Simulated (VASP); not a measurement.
Input of a VASP 6.6.1 run:

File INCAR:

```
PREC = Accurate ; ENCUT = 520
EDIFF = 1E-7 ; ISMEAR = 0
SIGMA = 0.15 ; LREAL = F
LASPH = T ; NELM = 80
ALGO = Fast ; ISIF = 2
LWAVE = F ; LCHARG = F
GGA = PS ; NBANDS = 18
```

The input KPOINTS:

```
regular mesh
0
Gamma
  12 12 12
```

POSCAR

```
Al3Cu
1.0
    3.8923537780      0.0243272111      0.0000000000
    0.0243272111      3.8923537780      0.0000000000
    0.0000000000      0.0000000000      3.8923537780
Al Cu
3 1
Direct
    0.0000000000      0.5000000000      0.5000000000
    0.5000000000      0.0000000000      0.5000000000
    0.5000000000      0.5000000000      0.0000000000
    0.0000000000      0.0000000000      0.0000000000
```

Potentials or basis: VASP PAW PBE potentials, release 64 (Al, Cu).

Command:

```bash
$ cat potpaw_PBE.64/Al/POTCAR potpaw_PBE.64/Cu/POTCAR > POTCAR
$ mpirun -np 1 vasp_std > vasp.out
```

Q: Estimate the pressure.

A: 0.2 GPa.

Q: Predict the band gap on the k mesh.

A: Zero (bands 10 and 11 overlap by 4.16 eV).

Stress tensor (GPa, compression positive):
```
 0.20 -0.54  0.00
-0.54  0.20  0.00
 0.00  0.00  0.12
```

Caveat: the cell differs from its parent crystal (strain +0.0125 x Voigt [0, 0, 0, 0, 0, 1]); the PAW data sets were made with another functional, which shifts forces and pressure a little.
